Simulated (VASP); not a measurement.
Input of a VASP 6.6.1 run:

POSCAR

```
NaI
1.0
    0.0000000000      3.2943149217      3.2943149217
    3.2943149217      0.0000000000      3.2943149217
    3.2943149217      3.2943149217      0.0000000000
Na I
1 1
Direct
    0.0000000000      0.0000000000      0.0000000000
    0.5000000000      0.5000000000      0.5000000000
```

INCAR.step1

```
PREC = Accurate ; ENCUT = 500
EDIFF = 1E-8 ; ISMEAR = 0
SIGMA = 0.01 ; LREAL = F
LASPH = T ; NELM = 100
ALGO = Normal ; LWAVE = T
LCHARG = F ; GGA = PE
```

File INCAR.step2:

```
PREC = Accurate ; ENCUT = 500
EDIFF = 1E-8 ; ISMEAR = 0
SIGMA = 0.01 ; LREAL = F
LASPH = T ; NELM = 1
ALGO = Exact ; LWAVE = T
LCHARG = F ; GGA = PE
NBANDS = 306 ; LOPTICS = T
ISTART = 1
```

The input INCAR.step3:

```
PREC = Accurate ; ENCUT = 500
EDIFF = 1E-8 ; ISMEAR = 0
SIGMA = 0.01 ; LREAL = F
LASPH = T ; ALGO = EVGW0
LWAVE = F ; LCHARG = F
GGA = PE ; NELMGW = 1
NBANDS = 306 ; ENCUTGW = 150.0
NOMEGA = 96 ; PRECFOCK = Fast
ISTART = 1 ; NBANDSGW = 16
OMEGAMAX = 20
```

Contents of KPOINTS:

```
regular mesh
0
Gamma
  4 4 4
```

Potentials or basis: VASP PAW PBE potentials, release 64 (Na_sv_GW, I_GW).

Command:

```console
$ cat potpaw_PBE.64/Na_sv_GW/POTCAR potpaw_PBE.64/I_GW/POTCAR > POTCAR
$ cp INCAR.step1 INCAR
$ mpirun -np 1 vasp_std > vasp.out
$ cp INCAR.step2 INCAR
$ mpirun -np 1 vasp_std > vasp.out
$ cp INCAR.step3 INCAR
$ mpirun -np 1 vasp_std > vasp.out
```

(1) Predict the quasiparticle gap.

(2) Predict the least direct quasiparticle gap.

(3) Estimate the least direct gap of the starting levels on the mesh.

(4) Estimate the band gap of the starting levels on the mesh.

## Answers

(1) 5.60 eV.

(2) 5.60 eV.

(3) 3.50 eV.

(4) 3.50 eV.

Caveat: the k points lie up to 0.41 Å⁻¹ apart; bands, screening cutoff and mesh are small and nothing is extrapolated, so the quasiparticle values aren't converged; spin-orbit coupling is left out, which moves the levels of the heavy elements.
